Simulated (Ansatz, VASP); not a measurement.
TiPt3 in VASP and in Ansatz

INCAR

```
PREC = Accurate
ENCUT = 520
EDIFF = 1E-6
ISMEAR = 0
SIGMA = 0.1
LREAL = F
LASPH = T
NELM = 60
ALGO = Fast
ISIF = 2
LWAVE = F
LCHARG = F
GGA = PS
NBANDS = 29
```

File KPOINTS:

```
regular mesh
0
Gamma
  12 12 12
```

POSCAR

```
TiPt3
1.0
    4.0252253137      0.0000000000      0.0000000000
    0.0000000000      4.0252253137      0.0000000000
    0.0000000000      0.0000000000      4.0252253137
Ti Pt
1 3
Direct
    0.0000000000      0.0000000000      0.0000000000
    0.0000000000      0.5000000000      0.5000000000
    0.5000000000      0.0000000000      0.5000000000
    0.5000000000      0.5000000000      0.0000000000
```

Input for Ansatz:

```yaml
crystal:
  lattice:
    - [4.0252253137, 0.0, 0.0]
    - [0.0, 4.0252253137, 0.0]
    - [0.0, 0.0, 4.0252253137]
  atoms:
    - { symbol: Ti, position: [0.0, 0.0, 0.0] }
    - { symbol: Pt, position: [0.0, 0.5, 0.5] }
    - { symbol: Pt, position: [0.5, 0.0, 0.5] }
    - { symbol: Pt, position: [0.5, 0.5, 0.0] }
basis:
  ecutwfc: 420
kpoints:
  mp_grid: { grid: [12, 12, 12] }
hamiltonian:
  xc: pbesol
scf:
  occupations: { method: gaussian, width: 0.1 }
output:
  forces: true
  stress: true
  eigenvalues: true
  write_density: true
  write_potential: true
  elf: true
  volumetric_format: npy
```

Alike in both runs: task single point; functional PBEsol; k mesh 12 × 12 × 12; occupations gaussian, width 0.1 eV; no spin polarisation.

|  | VASP | Ansatz |
| --- | --- | --- |
| version | VASP 6.6.1 | Ansatz 0.2.0 |
| potentials or method | VASP PAW PBE potentials, release 64 (Ti_sv, Pt), cutoff 520 eV | scalar-relativistic, plane waves, PAW |
| valence electrons in the cell | 42 | 66 |

|  | VASP | Ansatz | Ansatz less VASP |
| --- | --- | --- | --- |
| gap on the k mesh at the Fermi level (eV) | none | none | - |
| pressure (GPa) | -20.1 | -19.9 | +0.19 |

VASP's potentials were made for PBE, not for PBEsol. A gap of «none» marks a metal or a gap that the smearing closes. With one functional, cell and mesh, what is left measures potentials, basis and numerics. VASP's potentials hold 42 valence electrons a cell and Ansatz's 66, so a difference there can come from the potentials and not from the codes.

Neither program's run includes spin-orbit coupling.
